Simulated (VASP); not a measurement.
# CoO (R-3m) in VASP: further runs

CoO is run at these levels: PBEsol; tasks: single point.

All numbers are computed with VASP 6.6.1; they aren't measurements. Logs are shortened: lines on timing, memory, paths and dates and some standing lists are left out, and cuts for length are marked.

## Step 1: The cell of the first run

The structure is trigonal, space group R-3m (No. 166). Conventional cell: a = 3.011 Å, b = 3.011 Å, c = 7.320 Å, α = 90.00°, β = 90.00°, γ = 120.00°. Co (site symmetry -3m) has 6 O at 2.12 Å within 2.8 Å. O (site symmetry -3m) has 6 Co at 2.12 Å within 2.8 Å.

## Step 2: Single point, PBEsol, collinear spin, ferromagnetic start

Input file INCAR:

```
SYSTEM = CoO
  PREC = Accurate
  ENCUT = 520
  EDIFF = 1E-7
  ISMEAR = 0
  SIGMA = 0.4
  LREAL = .FALSE.
  LASPH = .TRUE.
  NELM = 150
  ALGO = Normal
  ISIF = 2
  LWAVE = .FALSE.
  LCHARG = .FALSE.
  ISPIN = 2
  MAGMOM = 2.75 0.38
  LORBIT = 11
  LMAXMIX = 4
  GGA = PS
  NBANDS = 18
```

Input file KPOINTS:

```
regular mesh
0
G
  9 9 9
  0 0 0
```

Input file POSCAR:

```
CoO
1.0
    1.5054695445      0.8691832468      2.4399269062
   -1.5054695445      0.8691832468      2.4399269062
    0.0000000000     -1.7383664936      2.4399269062
Co O
1 1
Direct
    0.0000000000      0.0000000000      0.0000000000
    0.5000000000      0.5000000000      0.5000000000
```

Potentials or basis: VASP PAW PBE potentials, release 64 (Co, O).

Command:

```sh
cat potpaw_PBE.64/Co/POTCAR potpaw_PBE.64/O/POTCAR > POTCAR
mpirun -np 1 vasp_std > vasp.out
```

OUTCAR:

```text
SYSTEM = CoO
   PREC = Accurate
   ENCUT = 520
   EDIFF = 1E-7
   ISMEAR = 0
   LREAL = .FALSE.
   LASPH = .TRUE.
   NELM = 150
   ISIF = 2
   ISPIN = 2
   LORBIT = 11
   GGA = PS

 ion  position               nearest neighbor table
   1  0.000  0.000  0.000-   2 2.12   2 2.12   2 2.12   2 2.12   2 2.12   2 2.12
   2  0.500  0.500  0.500-   1 2.12   1 2.12   1 2.12   1 2.12   1 2.12   1 2.12

  LATTYP: Found a trigonal (rhomboedric) cell.
 ALAT       =     2.9958573687
 COS(alpha) =     0.4949531368

  Lattice vectors:

 A1 = (   1.5054695445,   0.8691832468,   2.4399269062)
 A2 = (  -1.5054695445,   0.8691832468,   2.4399269062)
 A3 = (   0.0000000000,  -1.7383664936,   2.4399269062)

Analysis of symmetry for initial positions (statically):
=====================================================================
 Subroutine PRICEL returns:
 Original cell was already a primitive cell.

 Routine SETGRP: Setting up the symmetry group for a
 trigonal (rhombohedral) supercell.

 Subroutine GETGRP returns: Found 12 space group operations
 (whereof 12 operations were pure point group operations)
 out of a pool of 12 trial point group operations.

The static configuration has the point symmetry D_3d.

Analysis of symmetry for dynamics (positions and initial velocities):
=====================================================================
 Subroutine PRICEL returns:
 Original cell was already a primitive cell.

 Routine SETGRP: Setting up the symmetry group for a
 trigonal (rhombohedral) supercell.

 Subroutine GETGRP returns: Found 12 space group operations
 (whereof 12 operations were pure point group operations)
 out of a pool of 12 trial point group operations.

The dynamic configuration has the point symmetry D_3d.

Analysis of structural, dynamic, and magnetic symmetry:
=====================================================================
 Subroutine PRICEL returns:
 Original cell was already a primitive cell.

 Routine SETGRP: Setting up the symmetry group for a
 trigonal (rhombohedral) supercell.

 Subroutine GETGRP returns: Found 12 space group operations
 (whereof 12 operations were pure point group operations)
 out of a pool of 12 trial point group operations.

The overall configuration has the point symmetry D_3d.

 Subroutine INISYM returns: Found 12 space group operations
 (whereof 12 operations are pure point group operations),
 and found     1 'primitive' translations

----------------------------------------------------------------------------------------

                                     Primitive cell

  volume of cell :      19.1563

  direct lattice vectors                    reciprocal lattice vectors
     1.505469544  0.869183247  2.439926906     0.332122295  0.191750896  0.136616114
    -1.505469544  0.869183247  2.439926906    -0.332122295  0.191750896  0.136616114
     0.000000000 -1.738366494  2.439926906     0.000000000 -0.383501793  0.136616114

  length of vectors
     2.995857369  2.995857369  2.995857369     0.407108816  0.407108816  0.407108816

  position of ions in fractional coordinates (direct lattice)
     0.000000000  0.000000000  0.000000000
     0.500000000  0.500000000  0.500000000

  ion indices of the primitive-cell ions
   primitive index   ion index
                 1           1
                 2           2

----------------------------------------------------------------------------------------

 KPOINTS: regular mesh

Automatic generation of k-mesh.
 Grid dimensions read from file:
 generate k-points for:    9    9    9

 Generating k-lattice:

  Cartesian coordinates                     Fractional coordinates (reciprocal lattice)
     0.036902477  0.021305655  0.015179568     0.111111111  0.000000000  0.000000000
    -0.036902477  0.021305655  0.015179568     0.000000000  0.111111111  0.000000000
     0.000000000 -0.042611310  0.015179568     0.000000000  0.000000000  0.111111111

  Length of vectors
     0.045234313  0.045234313  0.045234313

  Shift w.r.t. Gamma in fractional coordinates (k-lattice)
     0.000000000  0.000000000  0.000000000

 Subroutine IBZKPT returns following result:
 ===========================================

 Found     85 irreducible k-points:

 Following reciprocal coordinates:
            Coordinates               Weight
  0.000000  0.000000  0.000000      1.000000
  0.111111  0.000000 -0.000000      6.000000
  0.222222  0.000000  0.000000      6.000000
  0.333333  0.000000  0.000000      6.000000
  0.444444  0.000000  0.000000      6.000000
  0.111111  0.111111 -0.000000      6.000000
[... 16 lines left out ...]
 -0.333333  0.333333  0.000000      6.000000
  0.444444  0.444444  0.000000      6.000000
 [... further k-points ...]
   k-points           NKPTS =     85   k-points in BZ     NKDIM =     85   number of bands    NBANDS=     18
   number of dos      NEDOS =    301   number of ions     NIONS =      2
   total plane-waves  NPLWV =  13824
   dimension x,y,z NGX =    24 NGY =   24 NGZ =   24
   dimension x,y,z NGXF=    48 NGYF=   48 NGZF=   48
   ions per type =               1   1
   NGX,Y,Z   is equivalent  to a cutoff of  13.32, 13.32, 13.32 a.u.
   NGXF,Y,Z  is equivalent  to a cutoff of  26.64, 26.64, 26.64 a.u.
 SYSTEM =  CoO
   PREC   = accura    normal or accurate (medium, high low for compatibility)
   ISTART =      0    job   : 0-new  1-cont  2-samecut
   ICHARG =      2    charge: 1-file 2-atom 10-const
   ISPIN  =      2    spin polarized calculation?
   LNONCOLLINEAR =      F non collinear calculations
   LSORBIT =      F    spin-orbit coupling
   LASPH  =      T    aspherical Exc in radial PAW
   ENCUT  =  520.0 eV  38.22 Ry    6.18 a.u.   5.57  5.57  5.57*2*pi/ulx,y,z
   NELM   =    150;   NELMIN=  2; NELMDL= -5     # of ELM steps
   EDIFF  = 0.1E-06   stopping-criterion for ELM
   LREAL  =      F    real-space projection
   EDIFFG = 0.1E-05   stopping-criterion for IOM
   NSW    =      0    number of steps for IOM
   IBRION =     -1    ionic relax: 0-MD 1-quasi-New 2-CG
   NFREE  =      0    steps in history (QN), initial steepest desc. (CG)
   ISIF   =      2    stress and relaxation
   ISYM   =      2    0-nonsym 1-usesym 2-fastsym
   POTIM  = 0.5000    time-step for ionic-motion
   TEBEG  =    0.0;   TEEND  =   0.0 temperature during run
   PSTRESS=    0.0 pullay stress
   NELECT =      15.0000    total number of electrons
   NUPDOWN=      -1.0000    fix difference up-down
   EMIN   =  10.00;   EMAX   =-10.00  energy-range for DOS
   EFERMI =   0.00;   METHOD = LEGACY
   ISMEAR =     0;   SIGMA  =   0.40  broadening in eV -4-tet -1-fermi 0-gaus
   EFERMI_NEDOS =   21; number of points for ismear=-14 and -15
   IALGO  =     38    algorithm
   IMIX   =      4    mixing-type and parameters
     AMIX     =   0.40;   BMIX     =  1.00
     AMIX_MAG =   1.60;   BMIX_MAG =  1.00
  volume/ion in A,a.u.               =       9.58        64.64
  Fermi-wavevector in a.u.,A,eV,Ry     =   1.508927  2.851458 30.978555  2.276860
  Thomas-Fermi vector in A             =   2.619316
   LORBIT       =     11    0 simple, 1 ext, 2 COOP (PROOUT), +10 PAW based schemes
   GGA     = PS    functional components
   LHFCALC =     F    Hartree Fock is set to
   AEXX    =    0.0000 exact exchange contribution
   IVDW    =     0    specifies the selected vdW correction
   LEPSILON=     F    determine dielectric tensor
   LRPA    =     F    only Hartree local field effects (RPA)
 spin polarized calculation
 Gauss-broadening in eV      SIGMA  =   0.40
  energy-cutoff  :      520.00
  volume of cell :       19.16
 maximum number of plane-waves:       534
 NGX is ok and might be reduce to    24
   NGX = 11   NGY = 11   NGZ = 11

 number of electron      15.0000005 magnetization       2.7924723

 Free energy of the ion-electron system (eV)
  ---------------------------------------------------
  ext. energy  EPLUGINS =         0.00000000
  ---------------------------------------------------
  free energy    TOTEN  =       -14.09937089 eV

  energy without entropy =      -13.85365713  energy(sigma->0) =      -13.97651401

 E-fermi :   7.9605     XC(G=0): -12.7108

 val. band max:        7.9583059688   @ k =  -0.3333   0.1111   0.0000
 cond. band min:       7.9645043447   @ k =   0.4444   0.2222   0.2222
 fundamental gap:      0.0061983759
 Fermi energy:         7.9604899893

 spin component 1

 k-point     1 :       0.0000    0.0000    0.0000
  band No.  band energies     occupation
      1     -12.3710      1.00000
      2       4.6587      1.00000
      3       4.6587      1.00000
      4       4.7077      1.00000
      5       4.7511      1.00000
      6       4.7511      1.00000
[... 10 lines left out ...]
     17      29.4887      0.00000
     18      32.7841      0.00000
[... 463 lines left out ...]
 k-point    24 :       0.4444    0.4444    0.0000
  band No.  band energies     occupation
      1     -11.1040      1.00000
      2       0.8729      1.00000
      3       3.4065      1.00000
      4       3.4604      1.00000
      5       4.0126      1.00000
      6       5.1046      1.00000
[... 10 lines left out ...]
     17      39.2359      0.00000
     18      39.2768      0.00000

 [... further k-points ...]

 spin component 2

 k-point     1 :       0.0000    0.0000    0.0000
  band No.  band energies     occupation
      1     -11.8909      1.00000
      2       5.1972      1.00000
      3       5.1972      1.00000
      4       5.2501      1.00000
      5       6.8221      0.99997
      6       6.8221      0.99997
[... 10 lines left out ...]
     17      30.4102      0.00000
     18      33.5874      0.00000
[... 463 lines left out ...]
 k-point    24 :       0.4444    0.4444    0.0000
  band No.  band energies     occupation
      1     -10.5561      1.00000
      2       1.3263      1.00000
      3       3.9256      1.00000
      4       3.9828      1.00000
      5       5.6919      1.00000
      6       8.1150      0.29248
[... 10 lines left out ...]
     17      39.4002      0.00000
     18      39.4419      0.00000

 [... further k-points ...]

------------------------ aborting loop because EDIFF is reached ----------------------------------------

  FORCE on cell =-STRESS in cart. coord.  units (eV):
  Direction    XX          YY          ZZ          XY          YZ          ZX
  --------------------------------------------------------------------------------------
  -------------------------------------------------------------------------------------
  Total       -1.1793710     -1.1793710     -1.1542488      0.0000000      0.0000000      0.0000000
  in kB      -98.6392211    -98.6392211    -96.5380695      0.0000000      0.0000000      0.0000000
  external PRESSURE =     -97.9388372 kB  Pullay stress =       0.0000000 kB

 VOLUME and BASIS-vectors are now :
 -----------------------------------------------------------------------------
  energy-cutoff  :      520.00
  volume of cell :       19.16
      direct lattice vectors                 reciprocal lattice vectors
     1.505469544  0.869183247  2.439926906     0.332122295  0.191750896  0.136616114
    -1.505469544  0.869183247  2.439926906    -0.332122295  0.191750896  0.136616114
     0.000000000 -1.738366494  2.439926906     0.000000000 -0.383501793  0.136616114

 POSITION                                       TOTAL-FORCE (eV/Angst)
 -----------------------------------------------------------------------------------
      0.00000      0.00000      0.00000         0.000000     -0.000000     -0.000000
      0.00000      0.00000      3.65989         0.000000      0.000000      0.000000
 -----------------------------------------------------------------------------------
    total drift:                               -0.000000      0.000000     -0.000000

  FREE ENERGIE OF THE ION-ELECTRON SYSTEM (eV)
  ---------------------------------------------------
  free  energy   TOTEN  =       -14.0993708902 eV

  energy  without entropy=      -13.8536571275  energy(sigma->0) =      -13.97651401

 total charge

# of ion       s       p       d       tot
------------------------------------------
    1        0.299   0.365   7.161   7.826
    2        1.551   3.398   0.000   4.950
--------------------------------------------------
tot          1.851   3.763   7.161  12.776

 magnetization (x)

# of ion       s       p       d       tot
------------------------------------------
    1        0.020   0.017   2.428   2.465
    2        0.029   0.246   0.000   0.275
--------------------------------------------------
tot          0.048   0.264   2.428   2.740
```

Run time: 43 s. Hardware: 1 thread of Intel Xeon Platinum 8488C (Sapphire Rapids), shared host; peak memory 0.18 GiB.

Results:

| Item | Value |
| --- | --- |
| Free energy | -14.0994 eV |
| Pressure | -9.8 GPa |
| Net moment | 2.79 μB per cell |
| Site moments | Co +2.46; O +0.28 μB |
| Valence electrons inside the program's atomic spheres | Co 7.83; O 4.95 |

Levels at points of the mesh, in eV from the Fermi level:
Spin up:
```csv
k point,band 5,band 6,band 7,band 8,band 9,band 10,band 11,band 12,band 13,band 14
"(0.00, 0.00, 0.00)",-3.21,-3.21,-3.08,-3.08,-3.05,0.88,16.57,17.91,17.91,18.12
```
Spin down:
```csv
k point,band 2,band 3,band 4,band 5,band 6,band 7,band 8,band 9,band 10,band 11
"(0.00, 0.00, 0.00)",-2.76,-2.76,-2.71,-1.14,-1.14,-1.10,-0.16,-0.16,1.41,16.54
```

Caveat: the PAW data sets were made with another functional, which shifts forces and pressure a little; a cell with one magnetic atom can't hold antiferromagnetic order, which such compounds often take; semilocal functionals often make such compounds metallic where correlation or magnetic order opens a gap, which also shifts bond lengths. With open d or f shells a metallic result of PBEsol can be an artefact of self-interaction; +U or a hybrid may open a gap.

## Step 3: Single point, PBEsol, collinear spin, ferromagnetic start

Input file INCAR:

```
ALGO = Normal
EDIFF = 1E-6
ENCUT = 520
GGA = PS
ISIF = 2
ISMEAR = 0
ISPIN = 2
LASPH = True
LCHARG = False
LMAXMIX = 4
LORBIT = 11
LREAL = False
LWAVE = False
MAGMOM = 2.75 0.38
NBANDS = 18
NELM = 150
PREC = Accurate
SIGMA = 0.1
```

Input file KPOINTS:

```
k-points
0
Gamma
  12 12 12
```

POSCAR is that of step 2.

Potentials or basis: VASP PAW PBE potentials, release 64 (Co, O).

Command:

```sh
cat potpaw_PBE.64/Co/POTCAR potpaw_PBE.64/O/POTCAR > POTCAR
mpirun -np 1 vasp_std > vasp.out
```

It took 80 s on 1 thread of Intel Xeon 6975P-C, shared host; peak memory 0.23 GiB.

The run converged. Its results:

```yaml
Free_energy: -13.9652 eV
Pressure: -9.6 GPa
Net_moment: 2.94 μB per cell
Site_moments: Co +2.56; O +0.32 μB
Valence_electrons_inside_the_program's_atomic_spheres: Co 7.82; O 4.95
```

Stress tensor (GPa, compression positive):
```
-9.47  0.00  0.00
 0.00 -9.47  0.00
 0.00  0.00 -9.86
```

Levels at points of the mesh, in eV from the Fermi level:
Spin up:
```tsv
k point	band 7	band 8	band 9	band 10	band 11	band 12
(0.00, 0.00, 0.00)	-3.18	-3.18	-3.14	0.89	16.59	17.91
(0.50, 0.00, 0.00)	-1.88	0.08	0.09	4.88	9.23	13.26
(0.50, 0.50, 0.00)	-2.41	-2.14	-2.13	5.74	9.68	11.49
(0.50, 0.50, 0.50)	-1.84	0.10	0.10	4.82	9.35	13.17
```
Spin down:
| k point | band 3 | band 4 | band 5 | band 6 | band 7 | band 8 | band 9 | band 10 |
| --- | --- | --- | --- | --- | --- | --- | --- | --- |
| (0.00, 0.00, 0.00) | -2.66 | -2.60 | -1.13 | -1.13 | -1.11 | -0.15 | -0.15 | 1.45 |
| (0.50, 0.00, 0.00) | -4.79 | -4.74 | -0.14 | -0.12 | 0.19 | 2.57 | 2.59 | 5.19 |
| (0.50, 0.50, 0.00) | -3.95 | -3.89 | -2.30 | 0.15 | 0.15 | 0.33 | 0.82 | 6.58 |
| (0.50, 0.50, 0.50) | -4.81 | -4.81 | -0.11 | -0.11 | 0.20 | 2.60 | 2.60 | 5.13 |

Caveat: the PAW data sets were made with another functional, which shifts forces and pressure a little; a cell with one magnetic atom can't hold antiferromagnetic order, which such compounds often take; semilocal functionals often make such compounds metallic where correlation or magnetic order opens a gap, which also shifts bond lengths. With open d or f shells a metallic result of PBEsol can be an artefact of self-interaction; +U or a hybrid may open a gap.

(Part 1 of 2 ends here.)
